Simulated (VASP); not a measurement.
# WS2 in VASP: further runs

Runs on WS2. Level: PBEsol. Tasks: single point, relaxation of cell and atoms, relaxation of the atoms.

Program: VASP 6.6.1. These are calculated values, not measurements. Logs are shortened: lines on timing, memory, paths and dates and some standing lists are left out, and cuts for length are marked.

### 1 The cell of the first run

The cell holds a slab with vacuum, 3 atoms: a = 3.146 Å, b = 3.146 Å, c = 16.953 Å, α = 90.00°, β = 90.00°, γ = 120.00°.

### 2 Single point, PBEsol

INCAR reads:

```
SYSTEM = WS2
ALGO = Normal
EDIFF = 1E-7
ENCUT = 520
GGA = PS
ISIF = 2
ISMEAR = 0
LASPH = .True.
LCHARG = .True.
LELF = .True.
LREAL = .False.
LVHAR = .True.
LWAVE = .False.
NBANDS = 20
NELM = 100
PREC = Accurate
SIGMA = 0.02
```

KPOINTS reads:

```
k-points
0
Gamma
  12 12 2
  0 0 0
```

POSCAR reads:

```
WS2
1.0
    3.1457762235      0.0000000000      0.0000000000
   -1.5728881118      2.7243221242      0.0000000000
    0.0000000000      0.0000000000     16.9534210520
W S
1 2
Direct
    0.3333333333      0.6666666667      0.0000000000
    0.6666666667      0.3333333333      0.9075761489
    0.6666666667      0.3333333333      0.0924238511
```

Potentials or basis: VASP PAW PBE potentials, release 64 (W_sv, S).

Launch:

```bash
$ cat potpaw_PBE.64/W_sv/POTCAR potpaw_PBE.64/S/POTCAR > POTCAR
$ mpirun -np 1 vasp_std > vasp.out
```

OUTCAR:

```text
SYSTEM = WS2
   EDIFF = 1E-7
   ENCUT = 520
   GGA = PS
   ISIF = 2
   ISMEAR = 0
   LASPH = .True.
   LREAL = .False.
   NELM = 100
   PREC = Accurate

 ion  position               nearest neighbor table
   1  0.333  0.667  0.000-   2 2.40   3 2.40   2 2.40   3 2.40   2 2.40   3 2.40
   2  0.667  0.333  0.908-   1 2.40   1 2.40   1 2.40
   3  0.667  0.333  0.092-   1 2.40   1 2.40   1 2.40

  LATTYP: Found a hexagonal cell.
 ALAT       =     3.1457762235
 C/A-ratio  =     5.3892647943

  Lattice vectors:

 A1 = (   3.1457762235,   0.0000000000,   0.0000000000)
 A2 = (  -1.5728881118,   2.7243221242,   0.0000000000)
 A3 = (   0.0000000000,   0.0000000000,  16.9534210520)

Analysis of symmetry for initial positions (statically):
=====================================================================
 Subroutine PRICEL returns:
 Original cell was already a primitive cell.

 Routine SETGRP: Setting up the symmetry group for a
 hexagonal supercell.

 Subroutine GETGRP returns: Found 12 space group operations
 (whereof 12 operations were pure point group operations)
 out of a pool of 24 trial point group operations.

The static configuration has the point symmetry D_3h.

Analysis of symmetry for dynamics (positions and initial velocities):
=====================================================================
 Subroutine PRICEL returns:
 Original cell was already a primitive cell.

 Routine SETGRP: Setting up the symmetry group for a
 hexagonal supercell.

 Subroutine GETGRP returns: Found 12 space group operations
 (whereof 12 operations were pure point group operations)
 out of a pool of 24 trial point group operations.

The dynamic configuration has the point symmetry D_3h.

 Subroutine INISYM returns: Found 12 space group operations
 (whereof 12 operations are pure point group operations),
 and found     1 'primitive' translations

----------------------------------------------------------------------------------------

                                     Primitive cell

  volume of cell :     145.2926

  direct lattice vectors                    reciprocal lattice vectors
     3.145776223  0.000000000  0.000000000     0.317886566  0.183531894  0.000000000
    -1.572888112  2.724322124  0.000000000     0.000000000  0.367063788  0.000000000
     0.000000000  0.000000000 16.953421052     0.000000000  0.000000000  0.058985145

  length of vectors
     3.145776223  3.145776224 16.953421052     0.367063789  0.367063788  0.058985145

  position of ions in fractional coordinates (direct lattice)
     0.333333333  0.666666667  0.000000000
     0.666666667  0.333333333  0.907576149
     0.666666667  0.333333333  0.092423851

  ion indices of the primitive-cell ions
   primitive index   ion index
                 1           1
                 2           2
                 3           3

----------------------------------------------------------------------------------------

 KPOINTS: k-points

Automatic generation of k-mesh.
 Grid dimensions read from file:
 generate k-points for:   12   12    2

 Generating k-lattice:

  Cartesian coordinates                     Fractional coordinates (reciprocal lattice)
     0.026490547  0.015294325  0.000000000     0.083333333  0.000000000  0.000000000
     0.000000000  0.030588649  0.000000000     0.000000000  0.083333333  0.000000000
     0.000000000  0.000000000  0.029492573     0.000000000  0.000000000  0.500000000

  Length of vectors
     0.030588649  0.030588649  0.029492573

  Shift w.r.t. Gamma in fractional coordinates (k-lattice)
     0.000000000  0.000000000  0.000000000

 Subroutine IBZKPT returns following result:
 ===========================================

 Found     38 irreducible k-points:

 Following reciprocal coordinates:
            Coordinates               Weight
  0.000000  0.000000  0.000000      1.000000
  0.083333  0.000000  0.000000      6.000000
  0.166667  0.000000  0.000000      6.000000
  0.250000  0.000000  0.000000      6.000000
  0.333333  0.000000  0.000000      6.000000
  0.416667  0.000000  0.000000      6.000000
[... 16 lines left out ...]
  0.250000  0.000000  0.500000      6.000000
  0.333333  0.000000  0.500000      6.000000
 [... further k-points ...]
   k-points           NKPTS =     38   k-points in BZ     NKDIM =     38   number of bands    NBANDS=     20
   number of dos      NEDOS =    301   number of ions     NIONS =      3
   total plane-waves  NPLWV =  72576
   dimension x,y,z NGX =    24 NGY =   24 NGZ =  126
   dimension x,y,z NGXF=    48 NGYF=   48 NGZF=  252
   ions per type =               1   2
   NGX,Y,Z   is equivalent  to a cutoff of  12.68, 12.68, 12.36 a.u.
   NGXF,Y,Z  is equivalent  to a cutoff of  25.37, 25.37, 24.71 a.u.
 SYSTEM =  WS2
   PREC   = accura    normal or accurate (medium, high low for compatibility)
   ISTART =      0    job   : 0-new  1-cont  2-samecut
   ICHARG =      2    charge: 1-file 2-atom 10-const
[... 77 lines left out ...]
      2     -39.3256      2.00000
      3     -39.1619      2.00000
      4     -39.1418      2.00000
      5     -15.9165      2.00000
      6     -14.2998      2.00000
[... 12 lines left out ...]
     19       4.5429      0.00000
     20       4.9299      0.00000

 k-point     3 :       0.1667    0.0000    0.0000
  band No.  band energies     occupation
      1     -75.0469      2.00000
      2     -39.3127      2.00000
      3     -39.2328      2.00000
      4     -39.1583      2.00000
      5     -15.5711      2.00000
      6     -14.1729      2.00000
[... 12 lines left out ...]
     19       4.9475      0.00000
     20       5.7881      0.00000

 k-point     4 :       0.2500    0.0000    0.0000
  band No.  band energies     occupation
      1     -75.0419      2.00000
      2     -39.3283      2.00000
      3     -39.2949      2.00000
      4     -39.1807      2.00000
      5     -15.0564      2.00000
      6     -13.9859      2.00000
[... 12 lines left out ...]
     19       5.5575      0.00000
     20       6.2720      0.00000

 k-point     5 :       0.3333    0.0000    0.0000
  band No.  band energies     occupation
      1     -75.0369      2.00000
      2     -39.4222      2.00000
      3     -39.2771      2.00000
      4     -39.2030      2.00000
      5     -14.4705      2.00000
      6     -13.7794      2.00000
[... 12 lines left out ...]
     19       6.1512      0.00000
     20       6.2498      0.00000

 k-point     6 :       0.4167    0.0000    0.0000
  band No.  band energies     occupation
      1     -75.0333      2.00000
      2     -39.4901      2.00000
      3     -39.2641      2.00000
      4     -39.2193      2.00000
      5     -13.9714      2.00000
      6     -13.6124      2.00000
[... 12 lines left out ...]
     19       6.3816      0.00000
     20       6.5682      0.00000

 k-point     7 :       0.5000    0.0000    0.0000
  band No.  band energies     occupation
      1     -75.0319      2.00000
      2     -39.5147      2.00000
      3     -39.2593      2.00000
      4     -39.2252      2.00000
      5     -13.7666      2.00000
      6     -13.5473      2.00000
[... 12 lines left out ...]
     19       6.4908      0.00000
     20       6.8077      0.00000
[... 277 lines left out ...]
 k-point    20 :       0.0000    0.0000    0.5000
  band No.  band energies     occupation
      1     -75.0519      2.00000
      2     -39.3304      2.00000
      3     -39.1358      2.00000
      4     -39.1358      2.00000
      5     -16.0377      2.00000
      6     -14.3444      2.00000
[... 12 lines left out ...]
     19       4.1734      0.00000
     20       4.6924      0.00000

 k-point    21 :       0.0833    0.0000    0.5000
  band No.  band energies     occupation
      1     -75.0506      2.00000
      2     -39.3256      2.00000
      3     -39.1619      2.00000
      4     -39.1418      2.00000
      5     -15.9165      2.00000
      6     -14.2998      2.00000
[... 12 lines left out ...]
     19       4.3338      0.00000
     20       5.0883      0.00000

 k-point    22 :       0.1667    0.0000    0.5000
  band No.  band energies     occupation
      1     -75.0469      2.00000
      2     -39.3127      2.00000
      3     -39.2328      2.00000
      4     -39.1583      2.00000
      5     -15.5711      2.00000
      6     -14.1729      2.00000
[... 12 lines left out ...]
     19       4.8342      0.00000
     20       6.1220      0.00000

 k-point    23 :       0.2500    0.0000    0.5000
  band No.  band energies     occupation
      1     -75.0419      2.00000
      2     -39.3283      2.00000
      3     -39.2949      2.00000
      4     -39.1807      2.00000
      5     -15.0564      2.00000
      6     -13.9859      2.00000
[... 12 lines left out ...]
     19       5.3755      0.00000
     20       6.6762      0.00000

 k-point    24 :       0.3333    0.0000    0.5000
  band No.  band energies     occupation
      1     -75.0370      2.00000
      2     -39.4222      2.00000
      3     -39.2772      2.00000
      4     -39.2030      2.00000
      5     -14.4705      2.00000
      6     -13.7794      2.00000
[... 12 lines left out ...]
     19       6.0827      0.00000
     20       6.3335      0.00000

 [... further k-points ...]
[... 5 lines left out ...]
  --------------------------------------------------------------------------------------
  -------------------------------------------------------------------------------------
  Total        0.0351997      0.0351997      0.0364744     -0.0000000     -0.0000000      0.0000000
  in kB        0.3881553      0.3881553      0.4022116     -0.0000000     -0.0000000      0.0000000
  external PRESSURE =       0.3928407 kB  Pullay stress =       0.0000000 kB

 VOLUME and BASIS-vectors are now :
 -----------------------------------------------------------------------------
  energy-cutoff  :      520.00
  volume of cell :      145.29
      direct lattice vectors                 reciprocal lattice vectors
     3.145776223  0.000000000  0.000000000     0.317886566  0.183531894  0.000000000
    -1.572888112  2.724322124  0.000000000     0.000000000  0.367063788  0.000000000
     0.000000000  0.000000000 16.953421052     0.000000000  0.000000000  0.058985145

 POSITION                                       TOTAL-FORCE (eV/Angst)
 -----------------------------------------------------------------------------------
     -0.00000      1.81621      0.00000         0.000000     -0.000000      0.000000
      1.57289      0.90811     15.38652        -0.000000     -0.000000     -0.020674
      1.57289      0.90811      1.56690        -0.000000      0.000000      0.020674
 -----------------------------------------------------------------------------------
    total drift:                               -0.000000      0.000000     -0.000000

  FREE ENERGIE OF THE ION-ELECTRON SYSTEM (eV)
  ---------------------------------------------------
  free  energy   TOTEN  =       -25.2490451945 eV

  energy  without entropy=      -25.2490451945  energy(sigma->0) =      -25.24904519
```

Run time: 2 min. Hardware: 1 thread of Intel Xeon Platinum 8259CL at 2.50GHz (Skylake/Cascade Lake), shared host; peak memory 0.3 GiB.

Results:

- Free energy: -25.2490 eV
- Largest force: 0.021 eV/Å
- Band gap on the k mesh: 1.94 eV, direct

Forces on the atoms (eV/Å):
```
W    0.000  0.000  0.000
S    0.000  0.000 -0.021
S    0.000  0.000  0.021
```

Levels at points of the mesh, in eV from the valence-band top:
| k point | band 10 | band 11 | band 12 | band 13 | band 14 | band 15 | band 16 | band 17 |
| --- | --- | --- | --- | --- | --- | --- | --- | --- |
| (0.00, 0.00, 0.00) | -2.19 | -1.57 | -1.57 | -0.13 | 2.99 | 2.99 | 3.17 | 3.17 |
| (0.50, 0.00, 0.00) | -3.44 | -2.19 | -1.19 | -0.97 | 3.01 | 3.43 | 4.09 | 4.86 |
| (0.00, 0.00, 0.50) | -2.19 | -1.57 | -1.57 | -0.13 | 2.99 | 2.99 | 3.17 | 3.17 |
| (0.50, 0.00, 0.50) | -3.44 | -2.19 | -1.19 | -0.97 | 3.01 | 3.43 | 4.09 | 4.86 |

Caveat: the PAW data sets were made with another functional, which shifts forces and pressure a little; spin-orbit coupling is left out, which moves the levels of the heavy elements.

### 3 Relaxation of cell and atoms, PBEsol

This run uses another cell than the first one, of 49.59 Å³/atom, 1.024 times its volume.

INCAR reads:

```
SYSTEM = WS2
  PREC = Accurate
  ENCUT = 600
  EDIFF = 1E-6
  ISMEAR = 0
  SIGMA = 0.02
  LREAL = .False.
  LASPH = .True.
  NELM = 100
  ALGO = Normal
  ISIF = 3
  LWAVE = .False.
  LCHARG = .False.
  GGA = PS
  IBRION = 2
  NSW = 100
  EDIFFG = -0.005
```

KPOINTS reads:

```
Automatic mesh
0
Gamma
  12 12 2
  0 0 0
```

POSCAR reads:

```
WS2
1.0
    3.1835163552      0.0000000000      0.0000000000
   -1.5917581776      2.7570060369      0.0000000000
    0.0000000000      0.0000000000     16.9505778900
W S
1 2
Direct
    0.3333333300      0.6666666700      0.0000000000
    0.6666666700      0.3333333300      0.9079994900
    0.6666666700      0.3333333300      0.0920005100
```

Potentials or basis: VASP PAW PBE potentials, release 64 (W_sv, S).

Launch:

```bash
$ cat potpaw_PBE.64/W_sv/POTCAR potpaw_PBE.64/S/POTCAR > POTCAR
$ mpirun -np 1 vasp_std > vasp.out
```

Run time: 10 min. Hardware: 1 thread of Intel Xeon Platinum 8259CL at 2.50GHz (Skylake/Cascade Lake), shared host; peak memory 0.41 GiB.

Results (log left out):

```yaml
Free_energy: -25.2501 eV
Relaxed_cell: a = 3.147 Å, b = 3.147 Å, c = 17.003 Å, α = 90.00°, β = 90.00°, γ = 120.00°
Space_group_after_relaxing_to_0.05_Å: P-6m2 (No. 187)
Energy_gained_by_relaxing: 4.6 meV/atom
Ionic_steps: 5
Band_gap_on_the_k_mesh: 1.94 eV, direct
```

Step by step:
```csv
step,energy change (eV),largest force (eV/Å),pressure (GPa),volume (Å³)
1,0.0000,0.1048,-1.02,148.77
2,0.0151,0.6792,2.06,142.04
3,-0.0109,0.1910,0.12,146.08
4,-0.0133,0.0806,-0.06,145.71
5,-0.0139,0.0004,-0.01,145.82
```

Final structure:
```cif
data_structure
_symmetry_space_group_name_H-M 'P 1'
_symmetry_Int_Tables_number 1
_cell_length_a 3.1470
_cell_length_b 3.1470
_cell_length_c 17.0026
_cell_angle_alpha 90.000
_cell_angle_beta 90.000
_cell_angle_gamma 120.000
_cell_volume 145.82
loop_
_atom_site_label
_atom_site_type_symbol
_atom_site_fract_x
_atom_site_fract_y
_atom_site_fract_z
_atom_site_occupancy
W1 W 0.33333 0.66667 0.00000 1
S1 S 0.66667 0.33333 0.90781 1
S2 S 0.66667 0.33333 0.09219 1
```

Levels at points of the mesh, in eV from the valence-band top:
| k point | band 11 | band 12 | band 13 | band 14 | band 15 | band 16 |
| --- | --- | --- | --- | --- | --- | --- |
| (0.00, 0.00, 0.00) | -1.57 | -1.57 | -0.13 | 2.99 | 2.99 | 3.16 |
| (0.50, 0.00, 0.00) | -2.19 | -1.19 | -0.96 | 3.00 | 3.42 | 4.09 |
| (0.00, 0.00, 0.50) | -1.57 | -1.57 | -0.13 | 2.99 | 2.99 | 3.16 |
| (0.50, 0.00, 0.50) | -2.19 | -1.19 | -0.96 | 3.00 | 3.42 | 4.09 |

Caveat: the PAW data sets were made with another functional, which shifts forces and pressure a little; spin-orbit coupling is left out, which moves the levels of the heavy elements.

### 4 Single point, PBEsol

This run uses another cell than the first one, of 49.59 Å³/atom, 1.024 times its volume.

INCAR reads:

```
ALGO = Normal ; EDIFF = 1E-6
ENCUT = 520 ; GGA = PS
ISIF = 2 ; ISMEAR = 0
LASPH = T ; LCHARG = F
LREAL = F ; LWAVE = F
NBANDS = 20 ; NELM = 100
PREC = Accurate ; SIGMA = 0.1
```

KPOINTS reads:

```
k-points
0
Gamma
  6 6 1
```

POSCAR is that of step 3.

Launch:

```bash
$ cat potpaw_PBE.64/W_sv/POTCAR potpaw_PBE.64/S/POTCAR > POTCAR
$ mpirun -np 1 vasp_std > vasp.out
```

Wall time 30 s (1 thread of Intel Xeon Platinum 8259CL at 2.50GHz (Skylake/Cascade Lake), shared host); peak memory 0.24 GiB.

The run converged. Its results:

```yaml
Free_energy: -25.2326 eV
Largest_force: 0.099 eV/Å
Band_gap_on_the_k_mesh: 1.79 eV, direct
```

Forces on the atoms (eV/Å):
```
W    0.000  0.000  0.000
S    0.000  0.000  0.099
S    0.000  0.000 -0.099
```

Levels at points of the mesh, in eV from the valence-band top:
| k point | band 9 | band 10 | band 11 | band 12 | band 13 | band 14 | band 15 | band 16 | band 17 | band 18 |
| --- | --- | --- | --- | --- | --- | --- | --- | --- | --- | --- |
| (0.00, 0.00, 0.00) | -2.89 | -2.06 | -1.64 | -1.64 | 0.00 | 2.90 | 2.90 | 3.10 | 3.10 | 5.00 |
| (0.50, 0.00, 0.00) | -4.43 | -3.43 | -2.09 | -1.27 | -0.92 | 2.85 | 3.31 | 4.06 | 4.79 | 5.08 |

Caveat: the PAW data sets were made with another functional, which shifts forces and pressure a little; spin-orbit coupling is left out, which moves the levels of the heavy elements.

### 5 Relaxation of the atoms, PBEsol (strain along c alone, the other axes held: -1.5 %)

INCAR reads:

```
SYSTEM = WS2
ALGO = Normal
EDIFF = 1E-6
EDIFFG = -0.008
ENCUT = 520
GGA = PS
IBRION = 2
ISIF = 2
ISMEAR = 0
LASPH = .TRUE.
LCHARG = .FALSE.
LREAL = .FALSE.
LWAVE = .FALSE.
NELM = 100
NSW = 60
PREC = Accurate
SIGMA = 0.02
```

KPOINTS reads:

```
k-points
0
G
  12 12 2
  0 0 0
```

POSCAR reads:

```
WS2
1.0
    3.1457762274      0.0000000000      0.0000000000
   -1.5728881137      2.7243221276      0.0000000000
    0.0000000000      0.0000000000     16.6991197458
W S
1 2
Direct
    0.3333333333      0.6666666667      0.0000000000
    0.6666666667      0.3333333333      0.9075761489
    0.6666666667      0.3333333333      0.0924238511
```

Launch:

```bash
$ cat potpaw_PBE.64/W_sv/POTCAR potpaw_PBE.64/S/POTCAR > POTCAR
$ mpirun -np 1 vasp_std > vasp.out
```

Wall time 2 min (1 thread of Intel Xeon 6975P-C, shared host); peak memory 0.32 GiB.

Results (log left out):

| Quantity | Value |
| --- | --- |
| Free energy | -25.2491 eV |
| Energy gained by relaxing | 4.2 meV/atom |
| Ionic steps | 2 |
| Largest force after relaxing | 0.007 eV/Å |
| Band gap on the k mesh | 1.94 eV, direct |

Forces in eV/Å, atoms in the order of the input:
```
W    0.000  0.000  0.000
S    0.000  0.000  0.007
S    0.000  0.000 -0.007
```

Step by step:
```csv
step,energy change (eV),largest force (eV/Å),pressure (GPa)
1,0.0000,0.5158,1.04
2,-0.0125,0.0074,-0.01
```

Final structure:
```
W S
1.0
     3.14578    0.00000    0.00000
    -1.57289    2.72432    0.00000
     0.00000    0.00000   16.69912
W S
1 2
Direct
  0.33333 0.66667 0.00000
  0.66667 0.33333 0.90609
  0.66667 0.33333 0.09391
```

Levels at points of the mesh, in eV from the valence-band top:
```tsv
k point	band 10	band 11	band 12	band 13	band 14	band 15	band 16	band 17
(0.00, 0.00, 0.00)	-2.20	-1.56	-1.56	-0.14	2.99	2.99	3.16	3.16
(0.50, 0.00, 0.00)	-3.43	-2.20	-1.18	-0.97	3.01	3.42	4.08	4.85
(0.00, 0.00, 0.50)	-2.20	-1.56	-1.56	-0.14	2.99	2.99	3.16	3.16
(0.50, 0.00, 0.50)	-3.43	-2.20	-1.18	-0.97	3.01	3.42	4.08	4.86
```

Caveat: the cell differs from its parent crystal (strain along c alone, the other axes held: -1.5 %); the PAW data sets were made with another functional, which shifts forces and pressure a little; spin-orbit coupling is left out, which moves the levels of the heavy elements.

### 6 Overview

```csv
task,cell,k mesh,cutoff (eV),smearing,gap on the mesh (eV),largest force (eV/Å)
single point,"a = 3.146, b = 3.146, c = 16.953 Å, angles 90.0, 90.0, 120.0°, 3 atoms",12 × 12 × 2,520,gaussian 0.02 eV,1.94,0.02
relaxation of cell and atoms,"relaxed from a = 3.184, b = 3.184, c = 16.951 Å, angles 90.0, 90.0, 120.0°, 3 atoms",12 × 12 × 2,600,gaussian 0.02 eV,1.94,-
single point,"a = 3.184, b = 3.184, c = 16.951 Å, angles 90.0, 90.0, 120.0°, 3 atoms",6 × 6 × 1,520,gaussian 0.1 eV,1.79,0.10
relaxation of the atoms,"atoms relaxed from a = 3.146, b = 3.146, c = 16.699 Å, angles 90.0, 90.0, 120.0°, 3 atoms",12 × 12 × 2,520,gaussian 0.02 eV,1.94,0.01
```

Alike in all rows: level PBEsol; potentials or basis VASP PAW PBE potentials, release 64 (W_sv, S); no spin polarisation.

Caveats: the PAW data sets were made with another functional, which shifts forces and pressure a little; spin-orbit coupling is left out, which moves the levels of the heavy elements.

Total energies depend on the potentials used, so only differences within one code and one set of settings carry meaning.
